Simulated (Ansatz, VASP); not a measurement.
## HgTe: VASP beside Ansatz

Contents of INCAR:

```
SYSTEM = HgTe
ALGO = Normal
EDIFF = 1E-6
ENCUT = 520
GGA = PE
ISIF = 2
ISMEAR = 0
LASPH = .TRUE.
LCHARG = .FALSE.
LREAL = .FALSE.
LWAVE = .FALSE.
NBANDS = 16
NELM = 100
PREC = Accurate
SIGMA = 0.15
```

File KPOINTS:

```
k-points
0
G
  16 16 16
  0 0 0
```

File POSCAR:

```
HgTe
1.0
    0.0000000000      3.3247980866      3.4079180388
    3.3247980866      0.0000000000      3.4079180388
    3.3247980866      3.3247980866      0.0000000000
Hg Te
1 1
Direct
    0.0000000000      0.0000000000      0.0000000000
    0.7500000000      0.7500000000      0.7500000000
```

Input for Ansatz:

```yaml
crystal:
  lattice:
    - [0.0, 3.3247980766, 3.4079180285]
    - [3.3247980766, 0.0, 3.4079180285]
    - [3.3247980766, 3.3247980766, 0.0]
  atoms:
    - { symbol: Hg, position: [0.0, 0.0, 0.0] }
    - { symbol: Te, position: [0.75, 0.75, 0.75] }
basis:
  ecutwfc: 420
kpoints:
  mp_grid: { grid: [16, 16, 16] }
hamiltonian:
  xc: pbe
scf:
  occupations: { method: gaussian, width: 0.15 }
output:
  forces: true
  stress: true
  eigenvalues: true
```

Change from the starting cell: strain +0.000 along x and y, +0.025 along z, atoms carried along.

Alike in both runs: task single point; functional PBE; k mesh 16 × 16 × 16; occupations gaussian, width 0.15 eV; no spin polarisation.

|  | VASP | Ansatz |
| --- | --- | --- |
| version | VASP 6.6.1 | Ansatz 0.2.0 |
| potentials or method | VASP PAW PBE potentials, release 64 (Hg, Te), cutoff 520 eV | scalar-relativistic, plane waves, PAW |
| valence electrons in the cell | 18 | 36 |

```csv
,VASP,Ansatz,Ansatz less VASP
gap on the k mesh at the Fermi level (eV),none,none,-
pressure (GPa),-0.7,-0.8,-0.04
"traceless stress, the component that is largest in VASP (GPa)",-0.26,-0.26,0.000
```

A gap of «none» marks a metal or a gap that the smearing closes. VASP's potentials hold 18 valence electrons a cell and Ansatz's 36, so a difference there can come from the potentials and not from the codes.

Neither program's run includes spin-orbit coupling.
